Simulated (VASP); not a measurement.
# SrTiO3 (Pm-3m) in VASP: further runs, part 2 of 2

VASP 6.6.1. The steps go on from the part before.

### 5 Single point, PBEsol (volume scaled by 0.91)

File INCAR:

```
  PREC = Accurate
  ENCUT = 520
  EDIFF = 1E-6
  ISMEAR = 0
  SIGMA = 0.02
  LREAL = False
  LASPH = True
  NELM = 100
  ALGO = Normal
  ISIF = 2
  LWAVE = False
  LCHARG = False
  GGA = PS
  NBANDS = 28
```

File KPOINTS:

```
regular mesh
0
Gamma
  8 8 8
```

File POSCAR:

```
SrTiO3
1.0
    3.7706984526      0.0000000000      0.0000000000
    0.0000000000      3.7706984526      0.0000000000
    0.0000000000      0.0000000000      3.7706984526
Sr Ti O
1 1 3
Direct
    0.5000000000      0.5000000000      0.5000000000
    0.0000000000      0.0000000000      0.0000000000
    0.5000000000      0.0000000000      0.0000000000
    0.0000000000      0.5000000000      0.0000000000
    0.0000000000      0.0000000000      0.5000000000
```

Potentials or basis: VASP PAW PBE potentials, release 64 (Sr_sv, Ti_sv, O).

Launch:

```bash
cat potpaw_PBE.64/Sr_sv/POTCAR potpaw_PBE.64/Ti_sv/POTCAR potpaw_PBE.64/O/POTCAR > POTCAR
mpirun -np 1 vasp_std > vasp.out
```

OUTCAR:

```text
PREC = Accurate
   ENCUT = 520
   EDIFF = 1E-6
   ISMEAR = 0
   LREAL = False
   LASPH = True
   NELM = 100
   ISIF = 2
   GGA = PS

 ion  position               nearest neighbor table
   1  0.500  0.500  0.500-   3 2.67   4 2.67   5 2.67   3 2.67   4 2.67   3 2.67   5 2.67   3 2.67
                             4 2.67   5 2.67   4 2.67   5 2.67   2 3.27   2 3.27   2 3.27   2 3.27
   2  0.000  0.000  0.000-   3 1.89   4 1.89   5 1.89   5 1.89   4 1.89   3 1.89   1 3.27   1 3.27
                             1 3.27   1 3.27   1 3.27   1 3.27   1 3.27   1 3.27
   3  0.500  0.000  0.000-   2 1.89   2 1.89   1 2.67   1 2.67   1 2.67   1 2.67
   4  0.000  0.500  0.000-   2 1.89   2 1.89   1 2.67   1 2.67   1 2.67   1 2.67
   5  0.000  0.000  0.500-   2 1.89   2 1.89   1 2.67   1 2.67   1 2.67   1 2.67

  LATTYP: Found a simple cubic cell.
 ALAT       =     3.7706984526

  Lattice vectors:

 A1 = (   3.7706984526,   0.0000000000,   0.0000000000)
 A2 = (   0.0000000000,   3.7706984526,   0.0000000000)
 A3 = (   0.0000000000,   0.0000000000,   3.7706984526)

Analysis of symmetry for initial positions (statically):
=====================================================================
 Subroutine PRICEL returns:
 Original cell was already a primitive cell.

 Routine SETGRP: Setting up the symmetry group for a
 simple cubic supercell.

 Subroutine GETGRP returns: Found 48 space group operations
 (whereof 48 operations were pure point group operations)
 out of a pool of 48 trial point group operations.

The static configuration has the point symmetry O_h .

Analysis of symmetry for dynamics (positions and initial velocities):
=====================================================================
 Subroutine PRICEL returns:
 Original cell was already a primitive cell.

 Routine SETGRP: Setting up the symmetry group for a
 simple cubic supercell.

 Subroutine GETGRP returns: Found 48 space group operations
 (whereof 48 operations were pure point group operations)
 out of a pool of 48 trial point group operations.

The dynamic configuration has the point symmetry O_h .

[... 126 lines left out ...]
  Fermi-wavevector in a.u.,A,eV,Ry     =   1.484817  2.805898 29.996526  2.204682
  Thomas-Fermi vector in A             =   2.598307
   LORBIT       =      0    0 simple, 1 ext, 2 COOP (PROOUT), +10 PAW based schemes
   GGA     = PS    functional components
   LHFCALC =     F    Hartree Fock is set to
   AEXX    =    0.0000 exact exchange contribution
   IVDW    =     0    specifies the selected vdW correction
   LEPSILON=     F    determine dielectric tensor
   LRPA    =     F    only Hartree local field effects (RPA)
 non-spin polarized calculation
 Gauss-broadening in eV      SIGMA  =   0.02
  energy-cutoff  :      520.00
  volume of cell :       53.61
 maximum number of plane-waves:      1472
   NGX = 15   NGY = 15   NGZ = 15

 number of electron      39.9999977 magnetization

 Free energy of the ion-electron system (eV)
  ---------------------------------------------------
  ext. energy  EPLUGINS =         0.00000000
  ---------------------------------------------------
  free energy    TOTEN  =       -41.65413611 eV

  energy without entropy =      -41.65413611  energy(sigma->0) =      -41.65413611

 E-fermi :   5.0312     XC(G=0): -12.1085

 val. band max:        4.9300882913   @ k =   0.5000   0.5000   0.5000
 cond. band min:       6.9004763072   @ k =   0.0000   0.0000   0.0000
 fundamental gap:      1.9703880159
 Fermi energy:         5.0311552594

 k-point     1 :       0.0000    0.0000    0.0000
  band No.  band energies     occupation
      1     -50.8309      2.00000
      2     -27.4244      2.00000
      3     -27.2773      2.00000
      4     -27.2773      2.00000
      5     -27.2773      2.00000
      6     -12.8157      2.00000
[... 733 lines left out ...]
     27      14.2350      0.00000
     28      14.2987      0.00000

 [... further k-points ...]

------------------------ aborting loop because EDIFF is reached ----------------------------------------

  FORCE on cell =-STRESS in cart. coord.  units (eV):
  Direction    XX          YY          ZZ          XY          YZ          ZX
  --------------------------------------------------------------------------------------
  -------------------------------------------------------------------------------------
  Total        7.5139920      7.5139920      7.5139920      0.0000000     -0.0000000      0.0000000
  in kB      224.5514709    224.5514709    224.5514709      0.0000000     -0.0000000      0.0000000
  external PRESSURE =     224.5514709 kB  Pullay stress =       0.0000000 kB

 VOLUME and BASIS-vectors are now :
 -----------------------------------------------------------------------------
  energy-cutoff  :      520.00
  volume of cell :       53.61
      direct lattice vectors                 reciprocal lattice vectors
     3.770698453  0.000000000  0.000000000     0.265202856  0.000000000  0.000000000
     0.000000000  3.770698453  0.000000000     0.000000000  0.265202856  0.000000000
     0.000000000  0.000000000  3.770698453     0.000000000  0.000000000  0.265202856

 POSITION                                       TOTAL-FORCE (eV/Angst)
 -----------------------------------------------------------------------------------
      1.88535      1.88535      1.88535         0.000000      0.000000      0.000000
      0.00000      0.00000      0.00000         0.000000      0.000000      0.000000
      1.88535      0.00000      0.00000         0.000000      0.000000      0.000000
      0.00000      1.88535      0.00000         0.000000      0.000000      0.000000
      0.00000      0.00000      1.88535         0.000000      0.000000      0.000000
 -----------------------------------------------------------------------------------
    total drift:                               -0.000000      0.000000     -0.000000

  FREE ENERGIE OF THE ION-ELECTRON SYSTEM (eV)
  ---------------------------------------------------
  free  energy   TOTEN  =       -41.6541361064 eV

  energy  without entropy=      -41.6541361064  energy(sigma->0) =      -41.65413611
```

OSZICAR:

```text
N       E                     dE             d eps       ncg     rms          rms(c)
DAV:   1     0.428934803881E+03    0.42893E+03   -0.20880E+04  1960   0.158E+03
DAV:   2    -0.931407943200E+01   -0.43825E+03   -0.41677E+03  2248   0.440E+02
DAV:   3    -0.485983955996E+02   -0.39284E+02   -0.38954E+02  2264   0.135E+02
DAV:   4    -0.508482662809E+02   -0.22499E+01   -0.22457E+01  3380   0.269E+01
DAV:   5    -0.508776493238E+02   -0.29383E-01   -0.29369E-01  2560   0.285E+00    0.318E+01
DAV:   6    -0.416086809890E+02    0.92690E+01   -0.45049E+01  2688   0.668E+01    0.186E+01
DAV:   7    -0.416857334963E+02   -0.77053E-01   -0.55115E+00  2504   0.182E+01    0.133E+01
DAV:   8    -0.417431423189E+02   -0.57409E-01   -0.13144E+00  2332   0.129E+01    0.405E+00
DAV:   9    -0.416578934355E+02    0.85249E-01   -0.29447E-01  2316   0.639E+00    0.965E-01
DAV:  10    -0.416592565730E+02   -0.13631E-02   -0.94919E-02  2544   0.220E+00    0.667E-01
DAV:  11    -0.416542511740E+02    0.50054E-02   -0.27356E-02  2952   0.133E+00    0.140E-01
DAV:  12    -0.416541274727E+02    0.12370E-03   -0.17179E-03  2296   0.547E-01    0.876E-02
DAV:  13    -0.416541437749E+02   -0.16302E-04   -0.37346E-04  2584   0.145E-01    0.376E-02
DAV:  14    -0.416541399558E+02    0.38191E-05   -0.46626E-05  2540   0.626E-02    0.207E-02
DAV:  15    -0.416541361250E+02    0.38307E-05   -0.10679E-05  2644   0.246E-02    0.121E-02
DAV:  16    -0.416541361064E+02    0.18665E-07   -0.62590E-06  2308   0.207E-02
   1 F= -.41654136E+02 E0= -.41654136E+02  d E =-.537138E-15
```

It took 48 s on 1 thread of AMD EPYC 7R13 (Zen 3), shared host; peak memory 0.16 GiB.

Results:

- Free energy: -41.6541 eV
- Pressure: 22.5 GPa
- Band gap on the k mesh: 1.97 eV, indirect (least direct gap 2.25 eV)

Caveat: the PAW data sets were made with another functional, which shifts forces and pressure a little.

### 6 The runs side by side

```csv
task,cell,cutoff (eV),gap on the mesh (eV),pressure (GPa)
single point,"a = 3.891 Å, 5 atoms",520,1.82,0.7
relaxation of cell and atoms,"relaxed from a = 3.905 Å, 5 atoms",600,1.82,0.0
single point,"a = 3.729 Å, 5 atoms",520,2.02,32.4
single point,"a = 3.771 Å, 5 atoms",520,1.97,22.5
```

Alike in all rows: level PBEsol; potentials or basis VASP PAW PBE potentials, release 64 (Sr_sv, Ti_sv, O); no spin polarisation; k mesh 8 × 8 × 8; smearing gaussian 0.02 eV.

Caveats: the PAW data sets were made with another functional, which shifts forces and pressure a little.

Total energies depend on the potentials used, so only differences within one code and one set of settings carry meaning.
